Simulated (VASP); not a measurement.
NiO: relaxation of cell and atoms with PBEsol

Crystal: NiO.

```xyz
2
Lattice="0.0000 2.1082 2.1082 2.1082 0.0000 2.1082 2.1082 2.1082 0.0000" Properties=species:S:1:pos:R:3 pbc="T T T"
Ni    0.0000    0.0000    0.0000
O     2.1082    2.1082    2.1082
```

```
Program                : VASP 6.6.1
Task                   : relaxation of cell and atoms
Functional             : PBEsol
Potentials or basis    : VASP PAW PBE potentials, release 64 (Ni, O)
Cutoff                 : 600 eV
k mesh                 : 18 × 18 × 18
Occupations            : gaussian, width 0.1 eV
Spin                   : collinear spin, ferromagnetic start
Starting moments       : [1.6, 0.32] μB
Dipole correction      : no
Further INCAR settings : ALGO = Normal; EDIFF = 1e-06; IBRION = 2; EDIFFG = -0.005; NSW = 70; ISIF = 3
```

| Item | Value |
| --- | --- |
| Relaxed volume | 8.63 Å³/atom |
| Relaxed cell | a = 2.900 Å, b = 2.900 Å, c = 2.900 Å, α = 60.00°, β = 60.00°, γ = 60.00° |
| Space group after relaxing (to 0.1 Å) | Fm-3m (No. 225) |
| Energy gained by relaxing | 27.6 meV/atom |
| Ionic steps | 4 |
| Pressure after relaxing | 0.1 GPa |
| Net moment | 0.88 μB per cell |
| Site moments | Ni +0.74; O +0.11 μB |
| Valence electrons inside the program's atomic spheres | Ni 9.15; O 4.95 |

The path:
```csv
step,energy change (eV),largest force (eV/Å),pressure (GPa),volume (Å³)
1,0.0000,0.0000,-11.97,18.74
2,-0.0503,0.0000,4.68,16.90
3,-0.0550,0.0000,-0.98,17.33
4,-0.0552,0.0000,0.06,17.25
```

Final structure:
```xyz
2
Lattice="0.0000 2.0508 2.0508 2.0508 0.0000 2.0508 2.0508 2.0508 0.0000" Properties=species:S:1:pos:R:3 pbc="T T T"
Ni    0.0000    2.0508    2.0508
O     2.0508    2.0508    2.0508
```

Levels at points of the mesh, in eV from the Fermi level:
Spin up:
| k point | band 7 | band 8 | band 9 | band 10 | band 11 | band 12 |
| --- | --- | --- | --- | --- | --- | --- |
| (0.00, 0.00, 0.00) | -2.35 | -2.35 | -2.35 | 1.78 | 17.77 | 19.27 |
| (0.50, 0.00, 0.00) | -1.01 | 0.88 | 0.88 | 5.56 | 10.41 | 14.28 |
| (0.50, 0.50, 0.00) | -1.34 | -1.16 | -1.16 | 6.50 | 10.74 | 12.43 |
Spin down:
```tsv
k point	band 4	band 5	band 6	band 7	band 8	band 9	band 10	band 11	band 12	band 13
(0.00, 0.00, 0.00)	-3.15	-1.88	-1.88	-1.88	-1.22	-1.22	1.95	17.76	19.41	19.41
(0.50, 0.00, 0.00)	-5.60	-0.92	-0.92	-0.53	1.82	1.82	5.65	10.66	14.44	14.44
(0.50, 0.50, 0.00)	-4.55	-3.01	-0.76	-0.64	-0.64	-0.11	6.74	10.91	12.61	17.32
```

Run time: 6.8 min on 1 thread of Intel Xeon 8259CL, on a shared host, peak memory 0.24 GiB.

Caveat: the PAW data sets were made with another functional, which shifts forces and pressure a little; a cell with one magnetic atom can't hold antiferromagnetic order, which such compounds often take; semilocal functionals often make such compounds metallic where correlation or magnetic order opens a gap, which also shifts bond lengths. With open d or f shells a metallic result of PBEsol can be an artefact of self-interaction; +U or a hybrid may open a gap.
